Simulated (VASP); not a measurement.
# ZnF2 (P4_2/mnm) in VASP: notebook, part 2 of 2

VASP 6.6.1.

## (4) Single point, r2SCAN (strain +5.8%)

File POSCAR:

```
ZnF2
1.0
    4.9738055861      0.0000000000      0.0000000000
    0.0000000000      4.9738055861      0.0000000000
    0.0000000000      0.0000000000      3.3065785772
Zn F
2 4
Direct
    0.0000000000      0.0000000000      0.0000000000
    0.5000000000      0.5000000000      0.5000000000
    0.3121241361      0.3121241361      0.0000000000
    0.1878758639      0.8121241361      0.5000000000
    0.6878758639      0.6878758639      0.0000000000
    0.8121241361      0.1878758639      0.5000000000
```

File INCAR.step1:

```
ALGO     = Normal         # electronic algorithm
EDIFF    = 1E-5           # SCF threshold, eV
ENCUT    = 660            # plane-wave cutoff, eV
GGA      = PE             # functional
GGA_COMPAT= False        
ISMEAR   = 0              # smearing method
LASPH    = True           # aspherical terms in the spheres
LCHARG   = False          # write CHGCAR
LREAL    = False          # projectors in reciprocal space
LWAVE    = True           # write WAVECAR
NBANDS   = 35             # bands
NELM     = 120            # most SCF steps
PREC     = Accurate       # precision mode
SIGMA    = 0.01           # smearing width, eV
```

File INCAR.step2:

```
ALGO     = Normal         # electronic algorithm
EDIFF    = 1E-6           # SCF threshold, eV
ENCUT    = 660            # plane-wave cutoff, eV
GGA_COMPAT= False        
ISIF     = 2              # what is computed and relaxed
ISMEAR   = 0              # smearing method
ISTART   = 1            
LASPH    = True           # aspherical terms in the spheres
LCHARG   = False          # write CHGCAR
LMIXTAU  = True         
LREAL    = False          # projectors in reciprocal space
LWAVE    = False          # write WAVECAR
METAGGA  = R2SCAN         # meta-GGA
NBANDS   = 35             # bands
NELM     = 120            # most SCF steps
PREC     = Accurate       # precision mode
SIGMA    = 0.01           # smearing width, eV
```

File KPOINTS:

```
k-points
0
Gamma
  6 6 8
```

Potentials or basis: VASP PAW PBE potentials, release 64 (Zn, F).

Command:

```sh
$ cat potpaw_PBE.64/Zn/POTCAR potpaw_PBE.64/F/POTCAR > POTCAR
$ cp INCAR.step1 INCAR
$ mpirun -np 1 vasp_std > vasp.out
$ cp INCAR.step2 INCAR
$ mpirun -np 1 vasp_std > vasp.out
```

OUTCAR:

```text
EDIFF = 1E-6
   ENCUT = 660
   ISIF = 2
   ISMEAR = 0
   ISTART = 1
   LASPH = True
   LREAL = False
   METAGGA = R2SCAN
   NELM = 120
   PREC = Accurate

 ion  position               nearest neighbor table
   1  0.000  0.000  0.000-   4 2.12   6 2.12   4 2.12   6 2.12   5 2.20   3 2.20
   2  0.500  0.500  0.500-   3 2.12   5 2.12   3 2.12   5 2.12   4 2.20   6 2.20
   3  0.312  0.312  0.000-   2 2.12   2 2.12   1 2.20
   4  0.188  0.812  0.500-   1 2.12   1 2.12   2 2.20
[... 1124 lines left out ...]
  -------------------------------------------------------------------------------------
  Total       -5.8602585     -5.8602585     -8.2278284      0.0000000      0.0000000      0.0000000
  in kB     -114.7812363   -114.7812363   -161.1533546      0.0000000      0.0000000      0.0000000
  external PRESSURE =    -130.2386091 kB  Pullay stress =       0.0000000 kB

 VOLUME and BASIS-vectors are now :
 -----------------------------------------------------------------------------
  energy-cutoff  :      660.00
  volume of cell :       81.80
      direct lattice vectors                 reciprocal lattice vectors
     4.973805586  0.000000000  0.000000000     0.201053295  0.000000000  0.000000000
     0.000000000  4.973805586  0.000000000     0.000000000  0.201053295  0.000000000
     0.000000000  0.000000000  3.306578577     0.000000000  0.000000000  0.302427411

 POSITION                                       TOTAL-FORCE (eV/Angst)
 -----------------------------------------------------------------------------------
      0.00000      0.00000      0.00000        -0.000000      0.000000      0.000000
      2.48690      2.48690      1.65329        -0.000000      0.000000      0.000000
      1.55244      1.55244      0.00000        -0.018633     -0.018633      0.000000
      0.93446      4.03935      1.65329         0.018633     -0.018633      0.000000
      3.42136      3.42136      0.00000         0.018633      0.018633      0.000000
      4.03935      0.93446      1.65329        -0.018633      0.018633      0.000000
 -----------------------------------------------------------------------------------
    total drift:                               -0.000000      0.000000     -0.000000

  FREE ENERGIE OF THE ION-ELECTRON SYSTEM (eV)
  ---------------------------------------------------
  free  energy   TOTEN  =       -45.1153313915 eV

  energy  without entropy=      -45.1153313915  energy(sigma->0) =      -45.11533139
```

OUTCAR.step1:

```text
EDIFF = 1E-5
   ENCUT = 660
   GGA = PE
   ISMEAR = 0
[... 1152 lines left out ...]
      1.55244      1.55244      0.00000        -0.054558     -0.054558     -0.000000
      0.93446      4.03935      1.65329         0.054558     -0.054558     -0.000000
      3.42136      3.42136      0.00000         0.054558      0.054558      0.000000
      4.03935      0.93446      1.65329        -0.054558      0.054558     -0.000000
 -----------------------------------------------------------------------------------
    total drift:                               -0.000000      0.000000     -0.000000

  FREE ENERGIE OF THE ION-ELECTRON SYSTEM (eV)
  ---------------------------------------------------
  free  energy   TOTEN  =       -23.0346100386 eV

  energy  without entropy=      -23.0346100386  energy(sigma->0) =      -23.03461004
```

It took 4.8 min on 1 thread of Intel Xeon 6975P-C (Granite Rapids), shared host; peak memory 0.32 GiB.

What came out:

```
Free energy            : -45.1153 eV
Pressure               : -13.0 GPa
Largest force          : 0.026 eV/Å
Band gap on the k mesh : 3.97 eV (least direct gap 4.08 eV)
```

Forces in eV/Å, atoms in the order of the input:
```
Zn   0.000  0.000  0.000
Zn   0.000  0.000  0.000
F   -0.019 -0.019  0.000
F    0.019 -0.019  0.000
F    0.019  0.019  0.000
F   -0.019  0.019  0.000
```

Levels at points of the mesh, in eV from the valence-band top:
```csv
k point,band 24,band 25,band 26,band 27,band 28,band 29
"(0.00, 0.00, 0.00)",-0.19,-0.11,-0.11,3.97,8.97,10.22
"(0.50, 0.00, 0.00)",-0.47,-0.14,-0.14,6.26,6.26,10.91
"(0.50, 0.50, 0.00)",-0.77,-0.12,-0.12,6.93,6.93,9.52
"(0.00, 0.00, 0.50)",-0.87,-0.84,-0.84,8.27,8.27,12.31
"(0.50, 0.00, 0.50)",-0.88,0.00,0.00,8.65,8.65,10.79
"(0.50, 0.50, 0.50)",-0.84,-0.83,-0.83,8.27,8.27,11.76
```

Caveat: the cell differs from its parent crystal (strain +5.8%); the cell stands under tension; the PAW data sets were made with another functional, which shifts forces and pressure a little.

## (5) Overview

| cell | gap on the mesh (eV) | pressure (GPa) | largest force (eV/Å) |
| --- | --- | --- | --- |
| a = 4.703, b = 4.703, c = 3.127 Å, 6 atoms, atomic positions A | 4.22 | 0.3 | 0.01 |
| a = 4.703, b = 4.703, c = 3.279 Å, 6 atoms, atomic positions B | 4.08 | -5.4 | - |
| a = 4.974, b = 4.974, c = 3.307 Å, 6 atoms, atomic positions C | 3.97 | -13.0 | 0.03 |

Alike in all rows: task single point; level r2SCAN; potentials or basis VASP PAW PBE potentials, release 64 (Zn, F); no spin polarisation; k mesh 6 × 6 × 8; cutoff (eV) 660; smearing gaussian 0.01 eV.

Caveats: the PAW data sets were made with another functional, which shifts forces and pressure a little; the cell stands under tension (at least some runs).

Absolute energies hang on the potentials; compare differences alone.
